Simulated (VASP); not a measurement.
# Al32O (a cell with a defect) in VASP: single point with LDA

Aim: the single point of Al32O (a cell with a defect) with LDA.

Program: VASP 6.6.1. These are calculated values, not measurements. Logs are shortened: lines on timing, memory, paths and dates and some standing lists are left out, and cuts for length are marked.

## (1) The cell of the first run

The cell holds a defect, 33 atoms: a = 8.100 Å, b = 8.100 Å, c = 8.100 Å, α = 90.00°, β = 90.00°, γ = 90.00°.

## (2) Single point, LDA

Contents of INCAR:

```
PREC = Accurate
ENCUT = 520
EDIFF = 1E-6
ISMEAR = -1
SIGMA = 0.05
LREAL = Auto
LASPH = T
NELM = 100
ALGO = Normal
ISIF = 2
LWAVE = F
LCHARG = F
NBANDS = 73
```

Contents of KPOINTS:

```
regular mesh
0
Gamma
  2 2 2
```

Contents of POSCAR:

```
Al32O
1.0
    8.1000000000      0.0000000000      0.0000000000
    0.0000000000      8.1000000000      0.0000000000
    0.0000000000      0.0000000000      8.1000000000
Al O
32 1
Direct
    0.5044859153      0.0045441583     -0.0046228476
    0.7526729461      0.2527383773     -0.0043329169
    0.7484700721      0.0087498145      0.2470061763
    0.0041798636      0.0085805129     -0.0087632804
    0.2530035906      0.2485435410     -0.0089385069
    0.5085582196      0.5042326802     -0.0088173440
    0.7484932360      0.7530482885     -0.0089379029
    0.2555615394      0.0080493607      0.2442389702
    0.5086726221      0.2485438394      0.2469967065
    0.7491968906      0.5017691112      0.2443470928
    0.5086717241      0.0087739687      0.4957170155
    0.7484929448      0.2485954659      0.4955755569
    0.7527219066      0.0046347564      0.7470239694
    0.0016379098      0.5016907099     -0.0081096424
    0.2555091949      0.7555780397     -0.0082352563
    0.0017038422      0.2492841215      0.2443315017
    0.2640817801      0.4929590167      0.2357418001
    0.5079621529      0.7556659491      0.2442502872
    0.0017226931      0.0079854061      0.4981210070
    0.2554492685      0.2493706664      0.4982540089
    0.5079377947      0.5017936021      0.4981056809
    0.7492717460      0.7554942583      0.4982268422
    0.2529134479      0.0087450402      0.7514506609
    0.5046791835      0.2527957702      0.7470461247
    0.7484400151      0.5042848285      0.7513777005
   -0.0070752300      0.7641057414      0.2357081489
   -0.0069458441      0.4932204374      0.5068074691
    0.2642154227      0.7643213146      0.5066196142
    0.0041844107      0.2485103630      0.7513888702
    0.2555685020      0.5017397502      0.7504242418
    0.5086630579      0.7529526032      0.7514275349
    0.0017154003      0.7556448634      0.7504548303
    0.1286528608      0.6286944031      0.3711784165
```

Potentials or basis: VASP PAW LDA potentials, release 64 (Al, O).

On the command line:

```
> cat potpaw_LDA.64/Al/POTCAR potpaw_LDA.64/O/POTCAR > POTCAR
> mpirun -np 1 vasp_std > vasp.out
```

OUTCAR:

```text
PREC = Accurate
   ENCUT = 520
   EDIFF = 1E-6
   ISMEAR = -1
   LREAL = Auto
   LASPH = T
   NELM = 100
   ISIF = 2

 ion  position               nearest neighbor table
   1  0.504  0.005  0.995-   5 2.84  23 2.84   7 2.84  31 2.84   3 2.84   9 2.84   2 2.84  24 2.84
                            13 2.84  18 2.85   8 2.85  15 2.85
   2  0.753  0.253  0.996-   3 2.84   9 2.84   6 2.84   4 2.84  29 2.84  25 2.84   1 2.84  24 2.84
                            13 2.85  16 2.85  10 2.85  14 2.85
   3  0.748  0.009  0.247-   9 2.75  12 2.80  11 2.80  26 2.80  18 2.83  16 2.83   2 2.84   1 2.84
                            19 2.89  22 2.89   4 2.93   7 2.93
   4  0.004  0.009  0.991-  29 2.75  23 2.80   5 2.80  26 2.80  32 2.83  16 2.83  13 2.84   2 2.84
                            15 2.89   8 2.89   7 2.93   3 2.93
   5  0.253  0.249  0.991-  23 2.75  29 2.80   4 2.80  17 2.80   8 2.83  30 2.83   1 2.84  24 2.84
                            14 2.89  16 2.89   6 2.93   9 2.93
   6  0.509  0.504  0.991-  25 2.75  31 2.80   7 2.80  17 2.80  30 2.83  10 2.83  24 2.84   2 2.84
                            15 2.89  18 2.89   5 2.93   9 2.93
   7  0.748  0.753  0.991-  31 2.75  25 2.80   6 2.80  26 2.80  18 2.83  32 2.83   1 2.84  13 2.84
                            14 2.89  10 2.89   4 2.93   3 2.93
   8  0.256  0.008  0.244-   9 2.83   5 2.83  16 2.84  20 2.84   1 2.85   4 2.89  11 2.89  18 2.89
                            15 2.89  28 2.90  26 2.90  19 2.91
   9  0.509  0.249  0.247-   3 2.75  12 2.80  11 2.80  17 2.80   8 2.83  10 2.83   2 2.84   1 2.84
[... 32 lines left out ...]
                            22 2.89  32 2.89  12 2.93  29 2.93
  26  0.993  0.764  0.236-  33 1.90   4 2.80   7 2.80   3 2.80  10 2.90  22 2.90  14 2.90  19 2.90
                            15 2.90   8 2.90  27 3.10  28 3.11  17 3.11
  27  0.993  0.493  0.507-  33 1.90  25 2.80  12 2.80  29 2.80  22 2.90  32 2.90  30 2.90  20 2.90
                            10 2.90  16 2.90  26 3.10  17 3.10  28 3.11
  28  0.264  0.764  0.507-  33 1.90  11 2.80  23 2.80  31 2.80   8 2.90  18 2.90  19 2.90  21 2.90
                            32 2.90  30 2.90  26 3.11  17 3.11  27 3.11
  29  0.004  0.249  0.751-   4 2.75  23 2.80   5 2.80  27 2.80  14 2.83  19 2.83  13 2.84   2 2.84
                            20 2.89  30 2.89  12 2.93  25 2.93
  30  0.256  0.502  0.750-   6 2.83   5 2.83  15 2.84  14 2.84  24 2.85  31 2.89  20 2.89  29 2.89
                            21 2.89  27 2.90  28 2.90  32 2.91
  31  0.509  0.753  0.751-   7 2.75  25 2.80   6 2.80  28 2.80  15 2.83  22 2.83   1 2.84  13 2.84
                            30 2.89  21 2.89  11 2.93  23 2.93
  32  0.002  0.756  0.750-   4 2.83   7 2.83  15 2.84  14 2.84  13 2.85  23 2.89  25 2.89  22 2.89
                            19 2.89  27 2.90  28 2.90  30 2.91
  33  0.129  0.629  0.371-  17 1.90  26 1.90  28 1.90  27 1.90

  LATTYP: Found a simple cubic cell.
 ALAT       =     8.1000000000

  Lattice vectors:

 A1 = (   8.1000000000,   0.0000000000,   0.0000000000)
 A2 = (   0.0000000000,   8.1000000000,   0.0000000000)
 A3 = (   0.0000000000,   0.0000000000,   8.1000000000)

Analysis of symmetry for initial positions (statically):
=====================================================================
 Subroutine PRICEL returns:
 Original cell was already a primitive cell.

 Routine SETGRP: Setting up the symmetry group for a
 simple cubic supercell.

 Subroutine GETGRP returns: Found  1 space group operations
 (whereof  1 operations were pure point group operations)
 out of a pool of 48 trial point group operations.

The static configuration has the point symmetry C_1 .

Analysis of symmetry for dynamics (positions and initial velocities):
=====================================================================
 Subroutine PRICEL returns:
 Original cell was already a primitive cell.

 Routine SETGRP: Setting up the symmetry group for a
 simple cubic supercell.

 Subroutine GETGRP returns: Found  1 space group operations
 (whereof  1 operations were pure point group operations)
 out of a pool of 48 trial point group operations.

The dynamic configuration has the point symmetry C_1 .

 Subroutine INISYM returns: Found  1 space group operations
 (whereof  1 operations are pure point group operations),
 and found     1 'primitive' translations

----------------------------------------------------------------------------------------

                                     Primitive cell

  volume of cell :     531.4410

[... 80 lines left out ...]

 KPOINTS: regular mesh

Automatic generation of k-mesh.
 Grid dimensions read from file:
 generate k-points for:    2    2    2

 Generating k-lattice:

  Cartesian coordinates                     Fractional coordinates (reciprocal lattice)
     0.061728395  0.000000000  0.000000000     0.500000000  0.000000000  0.000000000
     0.000000000  0.061728395  0.000000000     0.000000000  0.500000000  0.000000000
     0.000000000  0.000000000  0.061728395     0.000000000  0.000000000  0.500000000

  Length of vectors
     0.061728395  0.061728395  0.061728395

  Shift w.r.t. Gamma in fractional coordinates (k-lattice)
     0.000000000  0.000000000  0.000000000

 Subroutine IBZKPT returns following result:
 ===========================================

 Found      8 irreducible k-points:

 Following reciprocal coordinates:
            Coordinates               Weight
  0.000000  0.000000  0.000000      1.000000
  0.500000  0.000000  0.000000      1.000000
  0.000000  0.500000  0.000000      1.000000
  0.000000  0.000000  0.500000      1.000000
  0.500000  0.500000  0.000000      1.000000
  0.000000  0.500000  0.500000      1.000000
  0.500000  0.000000  0.500000      1.000000
  0.500000  0.500000  0.500000      1.000000
   k-points           NKPTS =      8   k-points in BZ     NKDIM =      8   number of bands    NBANDS=     73
   number of dos      NEDOS =    301   number of ions     NIONS =     33
   total plane-waves  NPLWV = 216000
   dimension x,y,z NGX =    60 NGY =   60 NGZ =   60
   dimension x,y,z NGXF=   120 NGYF=  120 NGZF=  120
   ions per type =              32   1
   NGX,Y,Z   is equivalent  to a cutoff of  12.31, 12.31, 12.31 a.u.
   NGXF,Y,Z  is equivalent  to a cutoff of  24.63, 24.63, 24.63 a.u.
 SYSTEM =  unknown system
   PREC   = accura    normal or accurate (medium, high low for compatibility)
   ISTART =      0    job   : 0-new  1-cont  2-samecut
   ICHARG =      2    charge: 1-file 2-atom 10-const
   ISPIN  =      1    spin polarized calculation?
   LNONCOLLINEAR =      F non collinear calculations
   LSORBIT =      F    spin-orbit coupling
   LASPH  =      T    aspherical Exc in radial PAW
   ENCUT  =  520.0 eV  38.22 Ry    6.18 a.u.  15.06 15.06 15.06*2*pi/ulx,y,z
   NELM   =    100;   NELMIN=  2; NELMDL= -5     # of ELM steps
   EDIFF  = 0.1E-05   stopping-criterion for ELM
   LREAL  =      T    real-space projection
   EDIFFG = 0.1E-04   stopping-criterion for IOM
   NSW    =      0    number of steps for IOM
   IBRION =     -1    ionic relax: 0-MD 1-quasi-New 2-CG
   NFREE  =      0    steps in history (QN), initial steepest desc. (CG)
   ISIF   =      2    stress and relaxation
   ISYM   =      2    0-nonsym 1-usesym 2-fastsym
   POTIM  = 0.5000    time-step for ionic-motion
   TEBEG  =    0.0;   TEEND  =   0.0 temperature during run
   PSTRESS=    0.0 pullay stress
   NELECT =     102.0000    total number of electrons
   NUPDOWN=      -1.0000    fix difference up-down
   EMIN   =  10.00;   EMAX   =-10.00  energy-range for DOS
   EFERMI =   0.00;   METHOD = LEGACY
   ISMEAR =    -1;   SIGMA  =   0.05  broadening in eV -4-tet -1-fermi 0-gaus
   EFERMI_NEDOS =   21; number of points for ismear=-14 and -15
   IALGO  =     38    algorithm
   IMIX   =      4    mixing-type and parameters
     AMIX     =   0.40;   BMIX     =  1.00
     AMIX_MAG =   1.60;   BMIX_MAG =  1.00
  volume/ion in A,a.u.               =      16.10       108.68
  Fermi-wavevector in a.u.,A,eV,Ry     =   0.944329  1.784523 12.133087  0.891757
  Thomas-Fermi vector in A             =   2.072123
   LORBIT       =      0    0 simple, 1 ext, 2 COOP (PROOUT), +10 PAW based schemes
   GGA     = CA    functional components
   LHFCALC =     F    Hartree Fock is set to
   AEXX    =    0.0000 exact exchange contribution
   IVDW    =     0    specifies the selected vdW correction
   LEPSILON=     F    determine dielectric tensor
   LRPA    =     F    only Hartree local field effects (RPA)
 non-spin polarized calculation
  energy-cutoff  :      520.00
  volume of cell :      531.44
 maximum number of plane-waves:     14400
   NGX = 31   NGY = 31   NGZ = 31

 number of electron     102.0000013 magnetization

 Free energy of the ion-electron system (eV)
  ---------------------------------------------------
  ext. energy  EPLUGINS =         0.00000000
  ---------------------------------------------------
  free energy    TOTEN  =      -143.51859925 eV

  energy without entropy =     -143.41251169  energy(sigma->0) =     -143.46555547

 E-fermi :   7.5518     XC(G=0): -10.3890

 val. band max:        7.5049053780   @ k =   0.5000   0.0000   0.0000
 cond. band min:       7.6442943929   @ k =   0.5000   0.0000   0.0000
 fundamental gap:      0.1393890149
 Fermi energy:         7.5517809228

 k-point     1 :       0.0000    0.0000    0.0000
  band No.  band energies     occupation
      1     -13.3769      2.00000
      2      -3.1399      2.00000
      3      -1.3507      2.00000
      4      -1.3500      2.00000
      5      -1.3491      2.00000
      6      -1.0672      2.00000
[... 517 lines left out ...]
     62      11.0858      0.00000
     63      11.0864      0.00000
 [bands above 63 left out]

------------------------ aborting loop because EDIFF is reached ----------------------------------------

  FORCE on cell =-STRESS in cart. coord.  units (eV):
  Direction    XX          YY          ZZ          XY          YZ          ZX
  --------------------------------------------------------------------------------------
  -------------------------------------------------------------------------------------
  Total       -8.0935123     -8.0917896     -8.0903319      0.0025830     -0.0035986     -0.0036392
  in kB      -24.4001535    -24.3949597    -24.3905653      0.0077873     -0.0108491     -0.0109715
  external PRESSURE =     -24.3952262 kB  Pullay stress =       0.0000000 kB

 VOLUME and BASIS-vectors are now :
 -----------------------------------------------------------------------------
  energy-cutoff  :      520.00
  volume of cell :      531.44
      direct lattice vectors                 reciprocal lattice vectors
     8.100000000  0.000000000  0.000000000     0.123456790  0.000000000  0.000000000
     0.000000000  8.100000000  0.000000000     0.000000000  0.123456790  0.000000000
     0.000000000  0.000000000  8.100000000     0.000000000  0.000000000  0.123456790

 POSITION                                       TOTAL-FORCE (eV/Angst)
 -----------------------------------------------------------------------------------
      4.08634      0.03681      8.06255        -0.000802     -0.001088      0.000139
      6.09665      2.04718      8.06490         0.000848      0.000605     -0.005581
      6.06261      0.07087      2.00075         0.008228     -0.009707     -0.002802
      0.03386      0.06950      8.02902        -0.000764     -0.001980      0.005587
      2.04933      2.01320      8.02760         0.000441      0.008041      0.009573
      4.11932      4.08428      8.02858        -0.003870     -0.000312      0.008187
[... 25 lines left out ...]
      0.01389      6.12072      6.07868        -0.001239     -0.001504     -0.000591
      1.04209      5.09242      3.00655        -0.001157     -0.000807      0.000776
 -----------------------------------------------------------------------------------
    total drift:                               -0.003950     -0.001317      0.002055

  FREE ENERGIE OF THE ION-ELECTRON SYSTEM (eV)
  ---------------------------------------------------
  free  energy   TOTEN  =      -143.5185992509 eV

  energy  without entropy=     -143.4125116920  energy(sigma->0) =     -143.46555547
```

Run time: 10 min. Hardware: 1 thread of AMD EPYC 7R13 (Zen 3), shared host; peak memory 0.45 GiB.

Results:

```yaml
Free_energy: -143.5186 eV
Pressure: -2.4 GPa
Largest_force: 0.018 eV/Å
Band_gap_on_the_k_mesh: zero (bands 51 and 52 overlap by 0.84 eV)
```

Forces on the atoms (eV/Å):
```
Al  -0.001 -0.001  0.000
Al   0.001  0.001 -0.006
Al   0.008 -0.010 -0.003
Al  -0.001 -0.002  0.006
Al   0.000  0.008  0.010
Al  -0.004  0.000  0.008
Al   0.007  0.001  0.010
Al   0.000 -0.002 -0.001
Al  -0.009  0.008 -0.003
Al   0.003  0.000 -0.002
Al  -0.007 -0.008  0.000
Al   0.010  0.008  0.004
Al   0.001 -0.005  0.003
Al   0.000  0.000  0.000
Al   0.000 -0.001  0.007
Al   0.000  0.003 -0.001
Al   0.010 -0.008 -0.012
Al  -0.001 -0.001 -0.002
Al  -0.001  0.000  0.001
Al   0.002 -0.001  0.000
Al   0.000  0.000  0.002
Al   0.000  0.003  0.000
Al   0.004 -0.007 -0.012
Al  -0.007  0.001  0.002
Al   0.008 -0.005 -0.005
Al  -0.009  0.011 -0.011
Al  -0.008 -0.011  0.009
Al   0.009  0.009  0.013
Al  -0.005  0.007 -0.006
Al  -0.002  0.000  0.000
Al  -0.007  0.004 -0.012
Al  -0.001 -0.002 -0.001
O   -0.001 -0.001  0.001
```

Caveat: the k points lie up to 0.39 Å⁻¹ apart, too coarse for converged energies and pressures of a metal.

The gap in the log of VASP goes by the Fermi energy; the results here count the filled bands.